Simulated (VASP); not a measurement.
# Ti (Pm-3n) in VASP: single point with PBEsol

Aim: the single point of Ti with PBEsol.

Everything below comes from runs of VASP 6.6.1. Logs are shortened: lines on timing, memory, paths and dates and some standing lists are left out, and cuts for length are marked.

**1. The cell of the first run**

Symmetry: Pm-3n, No. 223, cubic system. Conventional cell: a = 5.117 Å, b = 5.117 Å, c = 5.117 Å, α = 90.00°, β = 90.00°, γ = 90.00°. Ti (site symmetry m-3) has 12 Ti at 2.86 Å within 3.8 Å. Ti (site symmetry -4m2) has 14 Ti at 2.56 to 3.13 Å within 3.4 Å.

**2. Single point, PBEsol**

Contents of INCAR:

```
SYSTEM = Ti
ALGO = Normal ; EDIFF = 1E-7
ENCUT = 520 ; GGA = PS
ISIF = 2 ; ISMEAR = -1
LASPH = .TRUE. ; LCHARG = .FALSE.
LREAL = .FALSE. ; LWAVE = .FALSE.
NBANDS = 58 ; NELM = 100
PREC = Accurate ; SIGMA = 0.1
```

Contents of KPOINTS:

```
k-points
0
G
  5 5 5
  0 0 0
```

Contents of POSCAR:

```
Ti
1.0
    5.1174950398      0.0000000000      0.0000000000
    0.0000000000      5.1174950398      0.0000000000
    0.0000000000      0.0000000000      5.1174950398
Ti
8
Direct
    0.0000000000      0.0000000000      0.0000000000
    0.5000000000      0.5000000000      0.5000000000
    0.2500000000      0.0000000000      0.5000000000
    0.7500000000      1.0000000000      0.5000000000
    0.5000000000      0.2500000000      1.0000000000
    0.5000000000      0.7500000000      0.0000000000
    1.0000000000      0.5000000000      0.2500000000
    1.0000000000      0.5000000000      0.7500000000
```

Potentials or basis: VASP PAW PBE potentials, release 64 (Ti_sv).

Launch:

```sh
$ cat potpaw_PBE.64/Ti_sv/POTCAR > POTCAR
$ mpirun -np 1 vasp_std > vasp.out
```

OUTCAR:

```text
SYSTEM = Ti
   EDIFF = 1E-7
   ENCUT = 520
   GGA = PS
   ISIF = 2
   ISMEAR = -1
   LASPH = .TRUE.
   LREAL = .FALSE.
   NELM = 100
   PREC = Accurate

 ion  position               nearest neighbor table
   1  0.000  0.000  0.000-   3 2.86   4 2.86   5 2.86   6 2.86   7 2.86   8 2.86   3 2.86   4 2.86
                             7 2.86   8 2.86   5 2.86   6 2.86
   2  0.500  0.500  0.500-   3 2.86   4 2.86   5 2.86   6 2.86   7 2.86   8 2.86   5 2.86   6 2.86
                             3 2.86   4 2.86   7 2.86   8 2.86
   3  0.250  0.000  0.500-   4 2.56   4 2.56   1 2.86   1 2.86   2 2.86   2 2.86
   4  0.750  0.000  0.500-   3 2.56   3 2.56   1 2.86   1 2.86   2 2.86   2 2.86
   5  0.500  0.250  0.000-   6 2.56   6 2.56   1 2.86   2 2.86   2 2.86   1 2.86
   6  0.500  0.750  0.000-   5 2.56   5 2.56   1 2.86   2 2.86   2 2.86   1 2.86
   7  0.000  0.500  0.250-   8 2.56   8 2.56   1 2.86   2 2.86   1 2.86   2 2.86
   8  0.000  0.500  0.750-   7 2.56   7 2.56   1 2.86   2 2.86   1 2.86   2 2.86

  LATTYP: Found a simple cubic cell.
 ALAT       =     5.1174950398

  Lattice vectors:

 A1 = (   5.1174950398,   0.0000000000,   0.0000000000)
 A2 = (   0.0000000000,   5.1174950398,   0.0000000000)
 A3 = (   0.0000000000,   0.0000000000,   5.1174950398)

Analysis of symmetry for initial positions (statically):
=====================================================================
 Subroutine PRICEL returns:
 Original cell was already a primitive cell.

 Routine SETGRP: Setting up the symmetry group for a
 simple cubic supercell.

 Subroutine GETGRP returns: Found 48 space group operations
 (whereof 24 operations were pure point group operations)
 out of a pool of 48 trial point group operations.

The static configuration has the point symmetry T_h .
 The point group associated with its full space group is O_h .

Analysis of symmetry for dynamics (positions and initial velocities):
=====================================================================
 Subroutine PRICEL returns:
 Original cell was already a primitive cell.

 Routine SETGRP: Setting up the symmetry group for a
 simple cubic supercell.

 Subroutine GETGRP returns: Found 48 space group operations
 (whereof 24 operations were pure point group operations)
 out of a pool of 48 trial point group operations.

The dynamic configuration has the point symmetry T_h .
 The point group associated with its full space group is O_h .

 Subroutine INISYM returns: Found 48 space group operations
 (whereof 24 operations are pure point group operations),
 and found     1 'primitive' translations

----------------------------------------------------------------------------------------

                                     Primitive cell

  volume of cell :     134.0208

  direct lattice vectors                    reciprocal lattice vectors
     5.117495040  0.000000000  0.000000000     0.195408103  0.000000000  0.000000000
     0.000000000  5.117495040  0.000000000     0.000000000  0.195408103  0.000000000
     0.000000000  0.000000000  5.117495040     0.000000000  0.000000000  0.195408103

  length of vectors
     5.117495040  5.117495040  5.117495040     0.195408103  0.195408103  0.195408103

  position of ions in fractional coordinates (direct lattice)
     0.000000000  0.000000000  0.000000000
     0.500000000  0.500000000  0.500000000
     0.250000000  0.000000000  0.500000000
     0.750000000  0.000000000  0.500000000
     0.500000000  0.250000000  0.000000000
     0.500000000  0.750000000  0.000000000
     0.000000000  0.500000000  0.250000000
     0.000000000  0.500000000  0.750000000

  ion indices of the primitive-cell ions
   primitive index   ion index
                 1           1
                 2           2
                 3           3
                 4           4
                 5           5
                 6           6
                 7           7
                 8           8

----------------------------------------------------------------------------------------

 KPOINTS: k-points

Automatic generation of k-mesh.
 Grid dimensions read from file:
 generate k-points for:    5    5    5

 Generating k-lattice:

  Cartesian coordinates                     Fractional coordinates (reciprocal lattice)
     0.039081621  0.000000000  0.000000000     0.200000000  0.000000000  0.000000000
     0.000000000  0.039081621  0.000000000     0.000000000  0.200000000  0.000000000
     0.000000000  0.000000000  0.039081621     0.000000000  0.000000000  0.200000000

  Length of vectors
     0.039081621  0.039081621  0.039081621

  Shift w.r.t. Gamma in fractional coordinates (k-lattice)
     0.000000000  0.000000000  0.000000000

 Subroutine IBZKPT returns following result:
 ===========================================

 Found     10 irreducible k-points:

 Following reciprocal coordinates:
            Coordinates               Weight
  0.000000  0.000000  0.000000      1.000000
  0.200000  0.000000  0.000000      6.000000
  0.400000  0.000000  0.000000      6.000000
  0.200000  0.200000  0.000000     12.000000
  0.400000  0.200000  0.000000     24.000000
  0.400000  0.400000  0.000000     12.000000
  0.200000  0.200000  0.200000      8.000000
  0.400000  0.200000  0.200000     24.000000
  0.400000  0.400000  0.200000     24.000000
  0.400000  0.400000  0.400000      8.000000
   k-points           NKPTS =     10   k-points in BZ     NKDIM =     10   number of bands    NBANDS=     58
   number of dos      NEDOS =    301   number of ions     NIONS =      8
   total plane-waves  NPLWV =  64000
   dimension x,y,z NGX =    40 NGY =   40 NGZ =   40
   dimension x,y,z NGXF=    80 NGYF=   80 NGZF=   80
   ions per type =               8
   NGX,Y,Z   is equivalent  to a cutoff of  12.99, 12.99, 12.99 a.u.
   NGXF,Y,Z  is equivalent  to a cutoff of  25.99, 25.99, 25.99 a.u.
 SYSTEM =  Ti
   PREC   = accura    normal or accurate (medium, high low for compatibility)
   ISTART =      0    job   : 0-new  1-cont  2-samecut
   ICHARG =      2    charge: 1-file 2-atom 10-const
   ISPIN  =      1    spin polarized calculation?
   LNONCOLLINEAR =      F non collinear calculations
   LSORBIT =      F    spin-orbit coupling
   LASPH  =      T    aspherical Exc in radial PAW
   ENCUT  =  520.0 eV  38.22 Ry    6.18 a.u.   9.52  9.52  9.52*2*pi/ulx,y,z
   NELM   =    100;   NELMIN=  2; NELMDL= -5     # of ELM steps
   EDIFF  = 0.1E-06   stopping-criterion for ELM
   LREAL  =      F    real-space projection
   EDIFFG = 0.1E-05   stopping-criterion for IOM
   NSW    =      0    number of steps for IOM
   IBRION =     -1    ionic relax: 0-MD 1-quasi-New 2-CG
   NFREE  =      0    steps in history (QN), initial steepest desc. (CG)
   ISIF   =      2    stress and relaxation
   ISYM   =      2    0-nonsym 1-usesym 2-fastsym
   POTIM  = 0.5000    time-step for ionic-motion
   TEBEG  =    0.0;   TEEND  =   0.0 temperature during run
   PSTRESS=    0.0 pullay stress
   NELECT =      96.0000    total number of electrons
   NUPDOWN=      -1.0000    fix difference up-down
   EMIN   =  10.00;   EMAX   =-10.00  energy-range for DOS
   EFERMI =   0.00;   METHOD = LEGACY
   ISMEAR =    -1;   SIGMA  =   0.10  broadening in eV -4-tet -1-fermi 0-gaus
   EFERMI_NEDOS =   21; number of points for ismear=-14 and -15
   IALGO  =     38    algorithm
   IMIX   =      4    mixing-type and parameters
     AMIX     =   0.40;   BMIX     =  1.00
     AMIX_MAG =   1.60;   BMIX_MAG =  1.00
  volume/ion in A,a.u.               =      16.75       113.05
  Fermi-wavevector in a.u.,A,eV,Ry     =   1.464787  2.768046 29.192673  2.145601
  Thomas-Fermi vector in A             =   2.580721
   LORBIT       =      0    0 simple, 1 ext, 2 COOP (PROOUT), +10 PAW based schemes
   GGA     = PS    functional components
   LHFCALC =     F    Hartree Fock is set to
   AEXX    =    0.0000 exact exchange contribution
   IVDW    =     0    specifies the selected vdW correction
   LEPSILON=     F    determine dielectric tensor
   LRPA    =     F    only Hartree local field effects (RPA)
 non-spin polarized calculation
  energy-cutoff  :      520.00
  volume of cell :      134.02
 maximum number of plane-waves:      3695
 NGX is ok and might be reduce to    40
   NGX = 19   NGY = 19   NGZ = 19

 number of electron      96.0000064 magnetization

 Free energy of the ion-electron system (eV)
  ---------------------------------------------------
  ext. energy  EPLUGINS =         0.00000000
  ---------------------------------------------------
  free energy    TOTEN  =       -65.56394382 eV

  energy without entropy =      -64.91902171  energy(sigma->0) =      -65.24148277

 E-fermi :   8.2391     XC(G=0): -11.7916

 val. band max:        8.2054569953   @ k =   0.4000   0.4000   0.2000
 cond. band min:       8.2493325654   @ k =   0.4000   0.4000   0.2000
 fundamental gap:      0.0438755701
 Fermi energy:         8.2390769223

 k-point     1 :       0.0000    0.0000    0.0000
  band No.  band energies     occupation
      1     -47.8778      2.00000
      2     -47.7679      2.00000
      3     -47.7679      2.00000
      4     -47.7497      2.00000
      5     -47.6904      2.00000
      6     -47.6165      2.00000
[... 50 lines left out ...]
     57       9.5343      0.00000
     58      10.7987      0.00000

 k-point     2 :       0.2000    0.0000    0.0000
  band No.  band energies     occupation
      1     -47.8658      2.00000
      2     -47.7741      2.00000
      3     -47.7576      2.00000
      4     -47.7491      2.00000
      5     -47.6938      2.00000
      6     -47.6305      2.00000
[... 50 lines left out ...]
     57       9.7962      0.00000
     58      10.1438      0.00000

 k-point     3 :       0.4000    0.0000    0.0000
  band No.  band energies     occupation
      1     -47.8353      2.00000
      2     -47.7997      2.00000
      3     -47.7405      2.00000
      4     -47.7381      2.00000
      5     -47.6938      2.00000
      6     -47.6647      2.00000
[... 50 lines left out ...]
     57       9.8869      0.00000
     58      10.3284      0.00000

 k-point     4 :       0.2000    0.2000    0.0000
  band No.  band energies     occupation
      1     -47.8541      2.00000
      2     -47.7680      2.00000
      3     -47.7607      2.00000
      4     -47.7462      2.00000
      5     -47.6975      2.00000
      6     -47.6340      2.00000
[... 50 lines left out ...]
     57      10.0795      0.00000
     58      10.4091      0.00000

 k-point     5 :       0.4000    0.2000    0.0000
  band No.  band energies     occupation
      1     -47.8247      2.00000
      2     -47.7901      2.00000
      3     -47.7475      2.00000
      4     -47.7310      2.00000
      5     -47.6988      2.00000
      6     -47.6669      2.00000
[... 50 lines left out ...]
     57       9.9754      0.00000
     58      10.0344      0.00000

 k-point     6 :       0.4000    0.4000    0.0000
  band No.  band energies     occupation
      1     -47.8003      2.00000
      2     -47.7683      2.00000
      3     -47.7675      2.00000
      4     -47.7131      2.00000
      5     -47.7073      2.00000
      6     -47.6735      2.00000
[... 50 lines left out ...]
     57       9.7788      0.00000
     58       9.8397      0.00000

 k-point     7 :       0.2000    0.2000    0.2000
  band No.  band energies     occupation
      1     -47.8426      2.00000
      2     -47.7571      2.00000
      3     -47.7571      2.00000
      4     -47.7538      2.00000
      5     -47.7012      2.00000
      6     -47.6338      2.00000
[... 50 lines left out ...]
     57      10.2918      0.00000
     58      10.4168      0.00000

 k-point     8 :       0.4000    0.2000    0.2000
  band No.  band energies     occupation
      1     -47.8138      2.00000
      2     -47.7809      2.00000
      3     -47.7420      2.00000
      4     -47.7357      2.00000
      5     -47.7025      2.00000
      6     -47.6691      2.00000
[... 50 lines left out ...]
     57      10.1168      0.00000
     58      10.2920      0.00000

 k-point     9 :       0.4000    0.4000    0.2000
  band No.  band energies     occupation
      1     -47.7888      2.00000
      2     -47.7622      2.00000
      3     -47.7576      2.00000
      4     -47.7137      2.00000
      5     -47.7130      2.00000
      6     -47.6760      2.00000
[... 50 lines left out ...]
     57      10.1640      0.00000
     58      10.3261      0.00000

 k-point    10 :       0.4000    0.4000    0.4000
  band No.  band energies     occupation
      1     -47.7655      2.00000
      2     -47.7531      2.00000
      3     -47.7245      2.00000
      4     -47.7245      2.00000
      5     -47.7190      2.00000
      6     -47.6770      2.00000
[... 50 lines left out ...]
     57      10.3190      0.00000
     58      10.3190      0.00000

------------------------ aborting loop because EDIFF is reached ----------------------------------------

  FORCE on cell =-STRESS in cart. coord.  units (eV):
  Direction    XX          YY          ZZ          XY          YZ          ZX
  --------------------------------------------------------------------------------------
  -------------------------------------------------------------------------------------
  Total       -0.1958757     -0.1958757     -0.1958757      0.0000000      0.0000000     -0.0000000
  in kB       -2.3416331     -2.3416331     -2.3416331      0.0000000      0.0000000     -0.0000000
  external PRESSURE =      -2.3416331 kB  Pullay stress =       0.0000000 kB

 VOLUME and BASIS-vectors are now :
 -----------------------------------------------------------------------------
  energy-cutoff  :      520.00
  volume of cell :      134.02
      direct lattice vectors                 reciprocal lattice vectors
     5.117495040  0.000000000  0.000000000     0.195408103  0.000000000  0.000000000
     0.000000000  5.117495040  0.000000000     0.000000000  0.195408103  0.000000000
     0.000000000  0.000000000  5.117495040     0.000000000  0.000000000  0.195408103

 POSITION                                       TOTAL-FORCE (eV/Angst)
 -----------------------------------------------------------------------------------
      0.00000      0.00000      0.00000         0.000000     -0.000000     -0.000000
      2.55875      2.55875      2.55875         0.000000     -0.000000     -0.000000
      1.27937      0.00000      2.55875        -0.000000      0.000000      0.000000
      3.83812      0.00000      2.55875         0.000000      0.000000      0.000000
      2.55875      1.27937      0.00000         0.000000     -0.000000      0.000000
      2.55875      3.83812      0.00000        -0.000000     -0.000000     -0.000000
      0.00000      2.55875      1.27937         0.000000      0.000000     -0.000000
      0.00000      2.55875      3.83812        -0.000000      0.000000      0.000000
 -----------------------------------------------------------------------------------
    total drift:                                0.000000     -0.000000      0.000000

  FREE ENERGIE OF THE ION-ELECTRON SYSTEM (eV)
  ---------------------------------------------------
  free  energy   TOTEN  =       -65.5639438215 eV

  energy  without entropy=      -64.9190217102  energy(sigma->0) =      -65.24148277
```

Run time: 2.9 min. Hardware: 1 thread of AMD EPYC 7R43 (Zen 3), shared host; peak memory 0.22 GiB.

Results:

```
Free energy            : -65.5639 eV
Pressure               : -0.2 GPa
Band gap on the k mesh : zero (band 48 reaches 8.30 eV, above the bottom of band 49 at 7.80 eV)
```

Caveat: the PAW data sets were made with another functional, which shifts forces and pressure a little.
